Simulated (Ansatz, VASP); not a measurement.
**NiO2: VASP beside Ansatz**

```
Ni O
1.0
     2.76278    0.00000    0.00000
    -1.38139    2.39264    0.00000
     0.00000    0.00000    4.20614
Ni O
1 2
Direct
  0.00000 0.00000 0.50000
  0.66667 0.33333 0.71862
  0.33333 0.66667 0.28138
```

Alike in both runs: task single point; functional LDA; k mesh 12 × 12 × 6; occupations gaussian, width 0.05 eV; no spin polarisation.

|  | VASP | Ansatz |
| --- | --- | --- |
| version | VASP 6.6.1 | Ansatz 0.2.0 |
| potentials or method | VASP PAW LDA potentials, release 64 (Ni_sv_GW, O), cutoff 600 eV | scalar-relativistic, plane waves, PAW |
| valence electrons in the cell | 30 | 30 |

```csv
,VASP,Ansatz,Ansatz less VASP
gap on the k mesh at the Fermi level (eV),0.76,0.77,+0.014
least direct gap on the mesh (eV),1.01,1.02,+0.010
pressure (GPa),0.0,0.0,0.00
"traceless stress, the component that is largest in VASP (GPa)",-0.88,-0.02,+0.859
rms of the force components (eV/Å),0.052,0.000,-0.0511
```

LDA's correlation is that of Perdew and Zunger in VASP and of Perdew and Wang (1992) in Ansatz. Atom by atom the forces differ by 0.052 eV/Å (rms over components).
